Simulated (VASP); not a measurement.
# SiGe (P6_3mc) in VASP: further runs

SiGe is run at these levels: PBEsol; tasks: single point.

All numbers are computed with VASP 6.6.1; they aren't measurements. Logs are shortened: lines on timing, memory, paths and dates and some standing lists are left out, and cuts for length are marked.

## 1. The cell of the first run

It takes space group P6_3mc (No. 186, hexagonal). Conventional cell: a = 3.865 Å, b = 3.865 Å, c = 6.385 Å, α = 90.00°, β = 90.00°, γ = 120.00°. Within 3.1 Å of Si (site symmetry 3m) lie 4 Ge at 2.34 to 2.49 Å. Within 3.1 Å of Ge (site symmetry 3m) lie 4 Si at 2.34 to 2.49 Å.

## 2. Single point, PBEsol (atoms shifted along a free coordinate)

Input file INCAR:

```
ALGO = Normal
EDIFF = 1E-7
ENCUT = 520
GGA = PS
ISIF = 2
ISMEAR = 0
LASPH = True
LCHARG = False
LREAL = False
LWAVE = False
NBANDS = 26
NELM = 60
PREC = Accurate
SIGMA = 0.03
```

Input file KPOINTS:

```
k-points
0
Gamma
  12 12 6
```

Input file POSCAR:

```
SiGe
1.0
    3.8654920470      0.0000000000      0.0000000000
   -1.9327460235      3.3476143109      0.0000000000
    0.0000000000      0.0000000000      6.3853843130
Si Ge
2 2
Direct
    0.6666666667      0.3333333333      0.8745463082
    0.3333333333      0.6666666667      0.3745463082
    0.6666666667      0.3333333333      0.4849323488
    0.3333333333      0.6666666667     -0.0150676512
```

Potentials or basis: VASP PAW PBE potentials, release 64 (Si, Ge_d).

Started as:

```
$ cat potpaw_PBE.64/Si/POTCAR potpaw_PBE.64/Ge_d/POTCAR > POTCAR
$ mpirun -np 1 vasp_std > vasp.out
```

OUTCAR:

```text
EDIFF = 1E-7
   ENCUT = 520
   GGA = PS
   ISIF = 2
   ISMEAR = 0
   LASPH = True
   LREAL = False
   NELM = 60
   PREC = Accurate

 ion  position               nearest neighbor table
   1  0.667  0.333  0.875-   4 2.34   4 2.34   4 2.34   3 2.49
   2  0.333  0.667  0.375-   3 2.34   3 2.34   3 2.34   4 2.49
   3  0.667  0.333  0.485-   2 2.34   2 2.34   2 2.34   1 2.49
   4  0.333  0.667  0.985-   1 2.34   1 2.34   1 2.34   2 2.49

  LATTYP: Found a hexagonal cell.
 ALAT       =     3.8654920470
 C/A-ratio  =     1.6518943088

  Lattice vectors:

 A1 = (   3.8654920470,   0.0000000000,   0.0000000000)
 A2 = (  -1.9327460235,   3.3476143109,   0.0000000000)
 A3 = (   0.0000000000,   0.0000000000,   6.3853843130)

Analysis of symmetry for initial positions (statically):
=====================================================================
 Subroutine PRICEL returns:
 Original cell was already a primitive cell.

 Routine SETGRP: Setting up the symmetry group for a
 hexagonal supercell.

 Subroutine GETGRP returns: Found 12 space group operations
 (whereof  6 operations were pure point group operations)
 out of a pool of 24 trial point group operations.

The static configuration has the point symmetry C_3v.
 The point group associated with its full space group is C_6v.

Analysis of symmetry for dynamics (positions and initial velocities):
=====================================================================
 Subroutine PRICEL returns:
 Original cell was already a primitive cell.

 Routine SETGRP: Setting up the symmetry group for a
 hexagonal supercell.

 Subroutine GETGRP returns: Found 12 space group operations
 (whereof  6 operations were pure point group operations)
 out of a pool of 24 trial point group operations.

The dynamic configuration has the point symmetry C_3v.
 The point group associated with its full space group is C_6v.

 Subroutine INISYM returns: Found 12 space group operations
 (whereof  6 operations are pure point group operations),
 and found     1 'primitive' translations

----------------------------------------------------------------------------------------

                                     Primitive cell

  volume of cell :      82.6280

[... 84 lines left out ...]
   ISTART =      0    job   : 0-new  1-cont  2-samecut
   ICHARG =      2    charge: 1-file 2-atom 10-const
   ISPIN  =      1    spin polarized calculation?
   LNONCOLLINEAR =      F non collinear calculations
   LSORBIT =      F    spin-orbit coupling
   LASPH  =      T    aspherical Exc in radial PAW
   ENCUT  =  520.0 eV  38.22 Ry    6.18 a.u.   7.19  7.19 11.87*2*pi/ulx,y,z
   NELM   =     60;   NELMIN=  2; NELMDL= -5     # of ELM steps
   EDIFF  = 0.1E-06   stopping-criterion for ELM
   LREAL  =      F    real-space projection
   EDIFFG = 0.1E-05   stopping-criterion for IOM
   NSW    =      0    number of steps for IOM
   IBRION =     -1    ionic relax: 0-MD 1-quasi-New 2-CG
   NFREE  =      0    steps in history (QN), initial steepest desc. (CG)
   ISIF   =      2    stress and relaxation
   ISYM   =      2    0-nonsym 1-usesym 2-fastsym
   POTIM  = 0.5000    time-step for ionic-motion
   TEBEG  =    0.0;   TEEND  =   0.0 temperature during run
   PSTRESS=    0.0 pullay stress
   NELECT =      36.0000    total number of electrons
   NUPDOWN=      -1.0000    fix difference up-down
   EMIN   =  10.00;   EMAX   =-10.00  energy-range for DOS
   EFERMI =   0.00;   METHOD = LEGACY
   ISMEAR =     0;   SIGMA  =   0.03  broadening in eV -4-tet -1-fermi 0-gaus
   EFERMI_NEDOS =   21; number of points for ismear=-14 and -15
   IALGO  =     38    algorithm
   IMIX   =      4    mixing-type and parameters
     AMIX     =   0.40;   BMIX     =  1.00
     AMIX_MAG =   1.60;   BMIX_MAG =  1.00
  volume/ion in A,a.u.               =      20.66       139.40
  Fermi-wavevector in a.u.,A,eV,Ry     =   1.241080  2.345302 20.956789  1.540281
  Thomas-Fermi vector in A             =   2.375494
   LORBIT       =      0    0 simple, 1 ext, 2 COOP (PROOUT), +10 PAW based schemes
   GGA     = PS    functional components
   LHFCALC =     F    Hartree Fock is set to
   AEXX    =    0.0000 exact exchange contribution
   IVDW    =     0    specifies the selected vdW correction
   LEPSILON=     F    determine dielectric tensor
   LRPA    =     F    only Hartree local field effects (RPA)
 non-spin polarized calculation
 Gauss-broadening in eV      SIGMA  =   0.03
  energy-cutoff  :      520.00
  volume of cell :       82.63
 maximum number of plane-waves:      2250
 NGX is ok and might be reduce to    30
   NGX = 15   NGY = 15   NGZ = 23

 number of electron      35.9999973 magnetization

 Free energy of the ion-electron system (eV)
  ---------------------------------------------------
  ext. energy  EPLUGINS =         0.00000000
  ---------------------------------------------------
  free energy    TOTEN  =       -21.12953964 eV

  energy without entropy =      -21.12948583  energy(sigma->0) =      -21.12951274

 E-fermi :   6.0019     XC(G=0):  -9.9964

 val. band max:        5.9031153956   @ k =   0.0833   0.0000   0.0000
 cond. band min:       6.0110925686   @ k =   0.5000   0.0000   0.0000
 fundamental gap:      0.1079771730
 Fermi energy:         6.0019198566

 k-point     1 :       0.0000    0.0000    0.0000
  band No.  band energies     occupation
      1     -18.7300      2.00000
      2     -18.7300      2.00000
      3     -18.7275      2.00000
      4     -18.7275      2.00000
      5     -18.7264      2.00000
      6     -18.7256      2.00000
[... 685 lines left out ...]
     25      12.8671      0.00000
     26      13.2533      0.00000

 [... further k-points ...]
[... 5 lines left out ...]
  --------------------------------------------------------------------------------------
  -------------------------------------------------------------------------------------
  Total        2.4009763      2.4009763     -0.5646593      0.0000000      0.0000000      0.0000000
  in kB       46.5555237     46.5555237    -10.9488840      0.0000000      0.0000000      0.0000000
  external PRESSURE =      27.3873878 kB  Pullay stress =       0.0000000 kB

 VOLUME and BASIS-vectors are now :
 -----------------------------------------------------------------------------
  energy-cutoff  :      520.00
  volume of cell :       82.63
      direct lattice vectors                 reciprocal lattice vectors
     3.865492047  0.000000000  0.000000000     0.258699278  0.149360098  0.000000000
    -1.932746024  3.347614311  0.000000000     0.000000000  0.298720195  0.000000000
     0.000000000  0.000000000  6.385384313     0.000000000  0.000000000  0.156607645

 POSITION                                       TOTAL-FORCE (eV/Angst)
 -----------------------------------------------------------------------------------
      1.93275      1.11587      5.58431        -0.000000      0.000000     -1.089619
     -0.00000      2.23174      2.39162        -0.000000      0.000000     -1.089619
      1.93275      1.11587      3.09648         0.000000      0.000000      1.089619
     -0.00000      2.23174      6.28917         0.000000      0.000000      1.089619
 -----------------------------------------------------------------------------------
    total drift:                                0.000000      0.000000      0.000545

  FREE ENERGIE OF THE ION-ELECTRON SYSTEM (eV)
  ---------------------------------------------------
  free  energy   TOTEN  =       -21.1295396444 eV

  energy  without entropy=      -21.1294858273  energy(sigma->0) =      -21.12951274
```

Run time: 3 min. Hardware: 1 thread of Intel Xeon Platinum 8259CL at 2.50GHz (Skylake/Cascade Lake), shared host; peak memory 0.27 GiB.

Results:

```yaml
Free_energy: -21.1295 eV
Pressure: 2.7 GPa
Largest_force: 1.090 eV/Å
Band_gap_on_the_k_mesh: zero (bands 18 and 19 overlap by 0.05 eV)
```

Forces in eV/Å, atoms in the order of the input:
```
Si   0.000  0.000 -1.090
Si   0.000  0.000 -1.090
Ge   0.000  0.000  1.090
Ge   0.000  0.000  1.090
```

Caveat: the cell differs from its parent crystal (atoms shifted along a free coordinate); the stress differs along the axes, from -1 to 5 GPa; semilocal functionals underestimate gaps, and a narrow one can read as zero; the PAW data sets were made with another functional, which shifts forces and pressure a little.

## 3. Single point, PBEsol (atoms shifted along a free coordinate)

Input file INCAR:

```
PREC = Accurate
ENCUT = 520
EDIFF = 1E-6
ISMEAR = 0
SIGMA = 0.03
LREAL = F
LASPH = T
NELM = 60
ALGO = Normal
ISIF = 2
LWAVE = F
LCHARG = F
GGA = PS
NBANDS = 26
```

Input file KPOINTS:

```
Automatic mesh
0
Gamma
  12 12 6
```

Changes to POSCAR since step 2:

```diff
@@ -10,3 +10,3 @@
     0.3333333333      0.6666666667      0.3745463082
-    0.6666666667      0.3333333333      0.4849323488
-    0.3333333333      0.6666666667     -0.0150676512
+    0.6666666667      0.3333333333      0.5159730348
+    0.3333333333      0.6666666667      0.0159730348
```

Potentials or basis: VASP PAW PBE potentials, release 64 (Si, Ge_d).

Started as:

```
$ cat potpaw_PBE.64/Si/POTCAR potpaw_PBE.64/Ge_d/POTCAR > POTCAR
$ mpirun -np 1 vasp_std > vasp.out
```

Run time: 2.4 min. Hardware: 1 thread of Intel Xeon Platinum 8259CL at 2.50GHz (Skylake/Cascade Lake), shared host; peak memory 0.28 GiB.

The run converged. Its results:

```yaml
Free_energy: -21.1098 eV
Pressure: 2.5 GPa
Largest_force: 1.435 eV/Å
Band_gap_on_the_k_mesh: zero (filled and empty bands touch)
```

Forces in eV/Å, atoms in the order of the input:
```
Si   0.000  0.000  1.435
Si   0.000  0.000  1.435
Ge   0.000  0.000 -1.435
Ge   0.000  0.000 -1.435
```

Stress tensor (GPa, compression positive):
```
0.07 0.00 0.00
0.00 0.07 0.00
0.00 0.00 7.42
```

Levels at points of the mesh, in eV from the Fermi level:
```tsv
k point	band 14	band 15	band 16	band 17	band 18	band 19	band 20	band 21	band 22	band 23
(0.00, 0.00, 0.00)	-1.82	-1.82	-1.13	0.02	0.02	0.42	1.47	1.60	1.60	2.77
(0.50, 0.00, 0.00)	-6.55	-5.42	-3.71	-3.46	-1.57	0.16	1.85	2.49	2.60	4.34
(0.00, 0.00, 0.50)	-5.22	-1.15	-1.15	-1.15	-1.15	1.25	1.25	2.86	2.86	2.86
(0.50, 0.00, 0.50)	-7.89	-3.15	-3.15	-2.74	-2.74	0.26	0.26	1.65	1.65	5.29
```

Caveat: the cell differs from its parent crystal (atoms shifted along a free coordinate); the stress differs along the axes, from 0 to 7 GPa; semilocal functionals underestimate gaps, and a narrow one can read as zero; the PAW data sets were made with another functional, which shifts forces and pressure a little.

The gap in the log of VASP goes by the Fermi energy; the results here count the filled bands.